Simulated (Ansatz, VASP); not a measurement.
# One calculation of SbS5, two programs

The input INCAR:

```
SYSTEM = SbS5
PREC     = Accurate       ! precision mode
ENCUT    = 600            ! plane-wave cutoff, eV
EDIFF    = 1E-6           ! SCF threshold, eV
ISMEAR   = 0              ! smearing method
SIGMA    = 0.1            ! smearing width, eV
LREAL    = .False.        ! projectors in reciprocal space
LASPH    = .True.         ! aspherical terms in the spheres
NELM     = 80             ! most SCF steps
ALGO     = Normal         ! electronic algorithm
ISIF     = 3              ! what is computed and relaxed
LWAVE    = .False.        ! write WAVECAR
LCHARG   = .False.        ! write CHGCAR
GGA      = PE             ! functional
IBRION   = 2              ! ionic algorithm
NSW      = 100            ! ionic steps
EDIFFG   = -0.01          ! ionic threshold
```

KPOINTS

```
regular mesh
0
Gamma
  6 6 6
  0 0 0
```

The input POSCAR:

```
SbS5
1.0
    3.4296408186      1.9801040498      3.5915855831
   -3.4296408186      1.9801040498      3.5915855831
    0.0000000000     -3.9602080997      3.5915855831
Sb S
1 5
Direct
    0.5000000000      0.5000000000      0.5000000000
    0.5000000000      0.5000000000      0.0000000000
    0.2142497000      0.2142497000      0.2142497000
    0.0000000000      0.5000000000      0.5000000000
    0.5000000000      0.0000000000      0.5000000000
    0.7857503000      0.7857503000      0.7857503000
```

Input for Ansatz:

```yaml
crystal:
  lattice:
    - [3.4296408186, 1.9801040498, 3.5915855831]
    - [-3.4296408186, 1.9801040498, 3.5915855831]
    - [0.0, -3.9602080997, 3.5915855831]
  atoms:
    - { symbol: Sb, position: [0.5, 0.5, 0.5] }
    - { symbol: S, position: [0.5, 0.5, 0.0] }
    - { symbol: S, position: [0.2142497, 0.2142497, 0.2142497] }
    - { symbol: S, position: [0.0, 0.5, 0.5] }
    - { symbol: S, position: [0.5, 0.0, 0.5] }
    - { symbol: S, position: [0.7857503, 0.7857503, 0.7857503] }
basis:
  ecutwfc: 420
kpoints:
  mp_grid: { grid: [6, 6, 6] }
hamiltonian:
  xc: pbe
scf:
  occupations: { method: gaussian, width: 0.1 }
output:
  forces: true
  stress: true
  eigenvalues: true
relax:
  adjacent_minimum: "off"
  f_tol: 0.01
  max_steps: 80
  cell: { stress_tol: 0.05 }
```

Change from the starting cell: species swapped into the Mg5Sn type (R32, No. 155).

Alike in both runs: task relaxation of cell and atoms; functional PBE; k mesh 6 × 6 × 6; occupations gaussian, width 0.1 eV; no spin polarisation.

|  | VASP | Ansatz |
| --- | --- | --- |
| version | VASP 6.6.1 | Ansatz 0.2.0 |
| potentials or method | VASP PAW PBE potentials, release 64 (Sb, S), cutoff 600 eV | scalar-relativistic, plane waves, PAW |
| valence electrons in the cell | 35 | 45 |

|  | VASP | Ansatz | Ansatz less VASP |
| --- | --- | --- | --- |
| gap on the k mesh at the Fermi level, each at its own relaxed structure (eV) | none | none | - |
| relaxed volume (Å³/atom) | 24.53 | 24.62 | +0.092 |
| relaxed length of the cell vector where the two differ most in proportion (Å) | 5.348 | 5.356 | +0.0085 |

A gap of «none» marks a metal or a gap that the smearing closes. VASP's potentials hold 35 valence electrons a cell and Ansatz's 45, so a difference there can come from the potentials and not from the codes.

Neither program's run includes spin-orbit coupling.
